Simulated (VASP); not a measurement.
Set up this calculation in VASP 6.6.1, as the native input.

* Task: single point
* Functional: PBE
* Potentials or basis: VASP PAW PBE potentials, release 64 (Co, Si)
* Cutoff: 600 eV
* k mesh: 8 × 8 × 8
* Occupations: gaussian, width 0.3 eV
* Spin: no spin polarisation
* Dipole correction: no
* Further INCAR settings: ALGO = Normal; EDIFF = 1e-06; NBANDS = 36

The structure of CoSi lies in POSCAR:

```
CoSi
1.0
    4.4320041358      0.0000000000      0.0000000000
    0.0000000000      4.4320041358      0.0000000000
    0.0000000000      0.0000000000      4.4320041358
Co Si
4 4
Direct
    0.1448172984      0.1448172984      0.1448172984
    0.3551827016      0.8551827016      0.6448172984
    0.6448172984      0.3551827016      0.8551827016
    0.8551827016      0.6448172984      0.3551827016
    0.8431354797      0.8431354797      0.8431354797
    0.6568645203      0.1568645203      0.3431354797
    0.3431354797      0.6568645203      0.1568645203
    0.1568645203      0.3431354797      0.6568645203
```

These files were run (other wordings do the same):

INCAR

```
SYSTEM = CoSi
ALGO = Normal ; EDIFF = 1E-6
ENCUT = 600 ; GGA = PE
GGA_COMPAT = .False. ; ISIF = 2
ISMEAR = 0 ; LASPH = .True.
LCHARG = .False. ; LREAL = .False.
LWAVE = .False. ; NBANDS = 36
NELM = 120 ; PREC = Accurate
SIGMA = 0.3
```

KPOINTS

```
k-points
0
Gamma
  8 8 8
  0 0 0
```

Potentials or basis: VASP PAW PBE potentials, release 64 (Co, Si).

The run is started by

```sh
$ cat potpaw_PBE.64/Co/POTCAR potpaw_PBE.64/Si/POTCAR > POTCAR
$ mpirun -np 1 vasp_std > vasp.out
```

Results of the run:

The pressure is -0.1 GPa. The largest force is 0.003 eV/Å. The band gap on the k mesh is zero (bands 26 and 27 overlap by 0.21 eV).

Caveat: so wide a smearing shifts energies and pressures.

Wall time 3.8 min on 1 thread of Intel Xeon 8259CL, with other jobs on the host, peak memory 0.29 GiB.
